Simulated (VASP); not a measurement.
Wanted: the native input for a VASP 6.6.1 run.

- Task: single point
- Functional: LDA
- Potentials or basis: VASP PAW LDA potentials, release 64 (Hf_pv)
- Cutoff: 520 eV
- k mesh: 11 × 11 × 11
- Occupations: fermi-dirac, width 0.05 eV
- Spin: no spin polarisation
- Dipole correction: no
- Further INCAR settings: ALGO = Normal; EDIFF = 1e-06; NBANDS = 17

The structure of Hf lies in POSCAR:

```
Hf
1.0
    0.0000000000      2.8394870671      2.8394870671
    2.8394870671      0.0000000000      2.8394870671
    2.8394870671      2.8394870671      0.0000000000
Hf
2
Direct
   -0.1250000000     -0.1250000000     -0.1250000000
    0.1250000000      0.1250000000      0.1250000000
```

This cell differs from its parent crystal: volume scaled by 0.76.

One way to write it, as run:

INCAR

```
SYSTEM = Hf
  PREC = Accurate
  ENCUT = 520
  EDIFF = 1E-6
  ISMEAR = -1
  SIGMA = 0.05
  LREAL = .FALSE.
  LASPH = .TRUE.
  NELM = 60
  ALGO = Normal
  ISIF = 2
  LWAVE = .FALSE.
  LCHARG = .FALSE.
  NBANDS = 17
```

KPOINTS

```
Automatic mesh
0
G
  11 11 11
  0 0 0
```

Potentials or basis: VASP PAW LDA potentials, release 64 (Hf_pv).

Command:

```sh
$ cat potpaw_LDA.64/Hf_pv/POTCAR > POTCAR
$ mpirun -np 1 vasp_std > vasp.out
```

Results of the run:

The pressure is 15.7 GPa. The band gap on the k mesh is zero (band 10 reaches 4.24 eV, above the bottom of band 11 at 3.85 eV).

Caveat: spin-orbit coupling is left out, which moves the levels of the heavy elements.

Wall time 20 s on 1 thread of AMD EPYC 9R45 96-Core Processor (Zen 5), with other jobs on the host, peak memory 0.14 GiB.
